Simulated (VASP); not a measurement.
Runs of VASP 6.6.1 on GaSe3. The structure is that of space group Fm-3m (No. 225), or close to it. The cells are those of the table. The cell was built from a structure type or drawn by symmetry, and may not be a known phase.

```tsv
task	cell	k mesh	cutoff (eV)	gap on the mesh (eV)	pressure (GPa)	relaxed volume (Å³/atom)
single point	a = 5.635 Å, angles 60.0°, 4 atoms	4 × 4 × 4	520	none	-8.6	-
single point	a = 4.872 Å, angles 60.0°, 4 atoms	4 × 4 × 4	520	none	-0.1	-
relaxation of cell and atoms	relaxed from a = 4.872 Å, angles 60.0°, 4 atoms	12 × 12 × 12	600	none	0.0	(a)
relaxation of cell and atoms	relaxed from a = 5.635 Å, angles 60.0°, 4 atoms	4 × 4 × 4	600	none	0.0	20.44
single point	a = 4.868 Å, angles 60.0°, 4 atoms	12 × 12 × 12	520	none	0.0	-
```

Alike in all rows: level PBE; potentials or basis VASP PAW PBE potentials, release 64 (Ga_d, Se); no spin polarisation; smearing gaussian 0.1 eV.

Fill in the values left out.

(a) 20.40.

Caveats: some runs use coarse meshes; the cell stands under tension (at least some runs); the volume moved by over 15 % at a fixed basis, so the end points are rough (at least some runs).

A k mesh can miss the band edges, and the runs leave out spin-orbit coupling on Ga, Se.

A gap of «none» marks levels without a gap at the run's occupations.
